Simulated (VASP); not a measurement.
## WC (CsCl type): single point with PBE

The system is WC (CsCl type).

```xyz
2
Lattice="2.6714 0.0000 0.0000 0.0000 2.6714 0.0000 0.0000 0.0000 2.6714" Properties=species:S:1:pos:R:3 pbc="T T T"
W     0.0000    0.0000    0.0000
C     1.3357    1.3357    1.3357
```

This cell differs from its parent crystal: volume scaled by 0.94.

* Program: VASP 6.6.1
* Task: single point
* Functional: PBE
* Potentials or basis: VASP PAW PBE potentials, release 64 (W_sv, C)
* Cutoff: 520 eV
* k mesh: 15 × 15 × 15
* Occupations: fermi-dirac, width 0.08 eV
* Spin: no spin polarisation
* Dipole correction: no
* Further INCAR settings: ALGO = Normal; EDIFF = 1e-07; NBANDS = 16

```json
{"Pressure": "27.6 GPa", "Band gap on the k mesh": "zero (band 9 reaches 18.97 eV, above the bottom of band 10 at 11.90 eV)"}
```

Levels at points of the mesh, in eV from the Fermi level:
| k point | band 6 | band 7 | band 8 | band 9 | band 10 | band 11 | band 12 | band 13 |
| --- | --- | --- | --- | --- | --- | --- | --- | --- |
| (0.00, 0.00, 0.00) | -5.50 | -5.50 | 0.07 | 0.07 | 0.07 | 3.19 | 3.19 | 3.19 |

It took 17 s on 1 thread of Intel(R) Xeon(R) Platinum 8559C (Emerald Rapids), on a shared host, peak memory 0.15 GiB.

Caveat: spin-orbit coupling is left out, which moves the levels of the heavy elements.
